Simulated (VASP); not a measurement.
Set up this calculation in VASP 6.6.1, as the native input.

```
Task                   : single point
Functional             : PBE
Potentials or basis    : VASP PAW PBE potentials, release 64 (Rb_sv, O)
Cutoff                 : 520 eV
k mesh                 : 8 × 8 × 8
Occupations            : gaussian, width 0.1 eV
Spin                   : no spin polarisation
Dipole correction      : no
Further INCAR settings : ALGO = Normal; EDIFF = 1e-07; NBANDS = 29
```

The structure of Rb4O lies in POSCAR:

```
Rb4O
1.0
   -3.8008166002      3.8008166002      3.8008166002
    3.8008166002     -3.8008166002      3.8008166002
    3.8008166002      3.8008166002     -3.8008166002
Rb O
4 1
Direct
    0.0000000000      0.0000000000      0.5000000000
    0.5000000000      0.0000000000      0.0000000000
    0.0000000000      0.5000000000      0.0000000000
    0.5000000000      0.5000000000      0.5000000000
    0.0000000000      0.0000000000      0.0000000000
```

The cell was generated, and may not be a known phase.

One way to write it, as run:

INCAR

```
SYSTEM = Rb4O
PREC = Accurate
ENCUT = 520
EDIFF = 1E-7
ISMEAR = 0
SIGMA = 0.1
LREAL = .False.
LASPH = .True.
NELM = 60
ALGO = Normal
ISIF = 2
LWAVE = .False.
LCHARG = .False.
GGA = PE
NBANDS = 29
```

KPOINTS

```
Automatic mesh
0
Gamma
  8 8 8
  0 0 0
```

Potentials or basis: VASP PAW PBE potentials, release 64 (Rb_sv, O).

Run with:

```console
$ cat potpaw_PBE.64/Rb_sv/POTCAR potpaw_PBE.64/O/POTCAR > POTCAR
$ mpirun -np 1 vasp_std > vasp.out
```

Results of the run:

```json
{"Pressure": "0.0 GPa", "Band gap on the k mesh": "zero (bands 21 and 22 overlap by 0.93 eV)"}
```

It took 120 s on 1 thread of Intel(R) Xeon(R) 6975P-C (Granite Rapids), with other jobs on the host, peak memory 0.42 GiB.
